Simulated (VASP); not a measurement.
Wanted: the native input for a VASP 6.6.1 run.

```yaml
Task: single point
Functional: r2SCAN
Potentials_or_basis: VASP PAW PBE potentials, release 64 (Sn_d, Te)
Cutoff: 520 eV
k_mesh: 8 × 8 × 8
Occupations: fermi-dirac, width 0.02 eV
Spin: no spin polarisation
Dipole_correction: no
Further_INCAR_settings: ALGO = Normal; EDIFF = 1e-07; NBANDS = 17
```

The system is SnTe.

```xyz
2
Lattice="0.0000 3.1893 3.1893 3.1893 0.0000 3.1893 3.1893 3.1893 0.0000" Properties=species:S:1:pos:R:3 pbc="T T T"
Sn    0.0000    0.0000    0.0000
Te    3.1893    3.1893    3.1893
```

These files were run (other wordings do the same):

POSCAR

```
SnTe
1.0
    0.0000000000      3.1893303343      3.1893303343
    3.1893303343      0.0000000000      3.1893303343
    3.1893303343      3.1893303343      0.0000000000
Sn Te
1 1
Direct
    0.0000000000      0.0000000000      0.0000000000
    0.5000000000      0.5000000000      0.5000000000
```

INCAR.step1

```
PREC = Accurate ; ENCUT = 520
ISMEAR = -1 ; SIGMA = 0.02
LREAL = False ; LASPH = True
NELM = 80 ; NBANDS = 17
GGA = PE ; ALGO = Normal
EDIFF = 1E-4 ; LWAVE = True
LCHARG = False
```

INCAR.step2

```
PREC = Accurate ; ENCUT = 520
EDIFF = 1E-7 ; ISMEAR = -1
SIGMA = 0.02 ; LREAL = False
LASPH = True ; NELM = 80
ALGO = Normal ; ISIF = 2
LWAVE = False ; LCHARG = True
METAGGA = R2SCAN ; LMIXTAU = True
LELF = True ; LVHAR = True
NBANDS = 17 ; ISTART = 1
```

KPOINTS

```
Automatic mesh
0
Gamma
  8 8 8
```

Potentials or basis: VASP PAW PBE potentials, release 64 (Sn_d, Te).

The run is started by

```console
$ cat potpaw_PBE.64/Sn_d/POTCAR potpaw_PBE.64/Te/POTCAR > POTCAR
$ cp INCAR.step1 INCAR
$ mpirun -np 1 vasp_std > vasp.out
$ cp INCAR.step2 INCAR
$ mpirun -np 1 vasp_std > vasp.out
```

It gave:

| Quantity | Value |
| --- | --- |
| Pressure | -0.1 GPa |
| Band gap on the k mesh | 0.14 eV |

Caveat: the PAW data sets were made with another functional, which shifts forces and pressure a little; spin-orbit coupling is left out, which moves the levels of the heavy elements.

It took 110 s on 1 thread of Intel(R) Xeon(R) Platinum 8559C (Emerald Rapids), on a shared host, peak memory 0.22 GiB.
